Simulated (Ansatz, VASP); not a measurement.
**Li2Se: VASP beside Ansatz**

```xyz
3
Lattice="0.0000 2.9927 2.9927 2.9927 0.0000 2.9927 2.9927 2.9927 0.0000" Properties=species:S:1:pos:R:3 pbc="T T T"
Li    1.4963    1.4963    1.4963
Li    4.4890    4.4890    4.4890
Se    0.0000    0.0000    0.0000
```

Alike in both runs: task single point; functional r2SCAN; k mesh 8 × 8 × 8; occupations gaussian, width 0.05 eV; no spin polarisation.

|  | VASP | Ansatz |
| --- | --- | --- |
| version | VASP 6.6.1 | Ansatz 0.2.0 |
| potentials or method | VASP PAW PBE potentials, release 64 (Li_sv, Se), cutoff 830 eV | scalar-relativistic, plane waves, PAW |
| valence electrons in the cell | 12 | 22 |

```tsv
	VASP	Ansatz	Ansatz less VASP
gap on the k mesh at the Fermi level (eV)	3.46	3.48	+0.021
least direct gap on the mesh (eV)	4.18	4.10	-0.080
pressure (GPa)	-0.1	0.0	+0.13
```

VASP's potentials were made for PBE, not for r2SCAN. The functional is the same, so the differences come from potentials, cutoffs and numerics. VASP's potentials hold 12 valence electrons a cell and Ansatz's 22, so a difference there can come from the potentials and not from the codes.
